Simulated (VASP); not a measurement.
GaP: single point with PBEsol

Crystal: GaP.

```
Ga P
1.0
     0.00000    2.84028    2.76534
     2.76534    0.00000    2.76534
     2.76534    2.84028    0.00000
Ga P
1 1
Cartesian
  0.0000 0.0000 0.0000
  4.1480 4.2604 4.1480
```

This cell differs from its parent crystal: volume 21.720 Å^3 an atom, c/a of the conventional cell 1.0271.

```yaml
Program: VASP 6.6.1
Task: single point
Functional: PBEsol
Potentials_or_basis: VASP PAW PBE potentials, release 64 (Ga_d, P)
Cutoff: 520 eV
k_mesh: 10 × 10 × 10
Occupations: gaussian, width 0.05 eV
Spin: no spin polarisation
```

The pressure is -5.5 GPa and the band gap on the k mesh is 1.13 eV, direct.

Stress tensor (GPa, compression positive):
```
-4.86  0.00  0.00
 0.00 -6.90  0.00
 0.00  0.00 -4.86
```

Levels at points of the mesh, in eV from the valence-band top:
| k point | band 7 | band 8 | band 9 | band 10 | band 11 | band 12 |
| --- | --- | --- | --- | --- | --- | --- |
| (0.00, 0.00, 0.00) | -0.15 | 0.00 | 0.00 | 1.13 | 3.77 | 3.77 |
| (0.50, 0.00, 0.00) | -6.36 | -1.18 | -0.97 | 1.31 | 4.53 | 4.71 |
| (0.50, 0.50, 0.00) | -6.48 | -2.59 | -2.57 | 1.55 | 1.64 | 9.90 |
| (0.50, 0.00, 0.50) | -6.64 | -2.41 | -2.41 | 1.72 | 1.88 | 9.97 |

It took 81 s on 1 thread of Intel(R) Xeon(R) Platinum 8259CL CPU @ 2.50GHz (Skylake/Cascade Lake), with other jobs on the host, peak memory 0.21 GiB.

Caveat: the PAW data sets were made with another functional, which shifts forces and pressure a little. A k mesh can miss the band edges.
